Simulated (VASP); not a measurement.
Si2Bi2S, 5 atoms in the cell. It takes space group I4/mmm (No. 139, tetragonal). The conventional cell has a = 5.236 Å, b = 5.236 Å, c = 8.763 Å, α = 90.00°, β = 90.00°, γ = 90.00°. Within 3.3 Å of Si (site symmetry 4mm) lie 1 Si at 2.32 Å and 4 Bi at 2.81 Å and 1 S at 3.22 Å. Within 3.8 Å of Bi (site symmetry -4m2) lie 4 Si at 2.81 Å and 4 S at 3.41 Å and 4 Bi at 3.70 Å. Within 4.2 Å of S (site symmetry 4/mmm) lie 10 Si at 3.22 to 3.88 Å and 8 Bi at 3.41 Å. The cell was built from a structure type or drawn by symmetry, and may not be a known phase.

* Program: VASP 6.6.1
* Task: relaxation of cell and atoms
* Functional: PBE
* Potentials or basis: VASP PAW PBE potentials, release 64 (Si, Bi_d, S)
* Cutoff: 600 eV
* k mesh: 10 × 10 × 10
* Occupations: gaussian, width 0.1 eV
* Spin: no spin polarisation
* Dipole correction: no
* Further INCAR settings: ALGO = Normal; EDIFF = 1e-06; IBRION = 2; EDIFFG = -0.01; NSW = 100; ISIF = 3

Potentials or basis: VASP PAW PBE potentials, release 64 (Si, Bi_d, S).

Run with:

```console
$ cat potpaw_PBE.64/Si/POTCAR potpaw_PBE.64/Bi_d/POTCAR potpaw_PBE.64/S/POTCAR > POTCAR
$ mpirun -np 1 vasp_std > vasp.out
```

Hardware: 1 thread of Intel Xeon 8259CL, with other jobs on the host.

Question: Estimate the wall time of this run.

Answer: Wall time 21 min on 1 thread of Intel Xeon 8259CL (shared host), peak memory 0.6 GiB. Counts: scf iterations 29, k points 102, ion steps 3.
